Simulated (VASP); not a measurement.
Set up this calculation in VASP 6.6.1, as the native input.

| Quantity | Value |
| --- | --- |
| Task | single point |
| Functional | PBE |
| Dispersion | D3(BJ) |
| Potentials or basis | VASP PAW PBE potentials, release 64 (Ti_sv, O) |
| Cutoff | 520 eV |
| k mesh | 9 × 9 × 9 |
| Occupations | gaussian, width 0.05 eV |
| Spin | no spin polarisation |
| Hubbard terms | Ti d U = 4.0 eV |
| Dipole correction | no |
| Further INCAR settings | ALGO = Normal; EDIFF = 1e-06; NBANDS = 19 |

The structure of TiO2 lies in POSCAR:

```
TiO2
1.0
    1.5040433916      0.8683598570      5.2476666667
   -1.5040433916      0.8683598570      5.2476666667
    0.0000000000     -1.7367197141      5.2476666667
Ti O
1 2
Direct
    0.0000000000      0.0000000000      0.0000000000
    0.6017580785      0.6017580785      0.6017580785
    0.3982419215      0.3982419215      0.3982419215
```

One way to write it, as run:

INCAR

```
SYSTEM = TiO2
PREC = Accurate
ENCUT = 520
EDIFF = 1E-6
ISMEAR = 0
SIGMA = 0.05
LREAL = .FALSE.
LASPH = .TRUE.
NELM = 150
ALGO = Normal
ISIF = 2
LWAVE = .FALSE.
LCHARG = .TRUE.
LMAXMIX = 4
LDAU = .TRUE.
LDAUTYPE = 2
LDAUL = 2 -1
LDAUU = 4 0
LDAUJ = 0 0
LDAUPRINT = 1
GGA = PE
IVDW = 12
LELF = .TRUE.
LVHAR = .TRUE.
NBANDS = 19
```

KPOINTS

```
regular mesh
0
G
  9 9 9
  0 0 0
```

Potentials or basis: VASP PAW PBE potentials, release 64 (Ti_sv, O).

Run with:

```sh
$ cat potpaw_PBE.64/Ti_sv/POTCAR potpaw_PBE.64/O/POTCAR > POTCAR
$ mpirun -np 1 vasp_std > vasp.out
```

It gave:

```json
{"Pressure": "-4.3 GPa", "Largest force": "0.860 eV/Å", "Band gap on the k mesh": "3.02 eV (least direct gap 3.20 eV)", "Dispersion energy per atom": "-0.179 eV"}
```

Caveat: the stress differs along the axes, from -8 to -2 GPa.

Run time: 4.9 min on 1 thread of Intel Xeon 8259CL (shared host), peak memory 0.29 GiB.
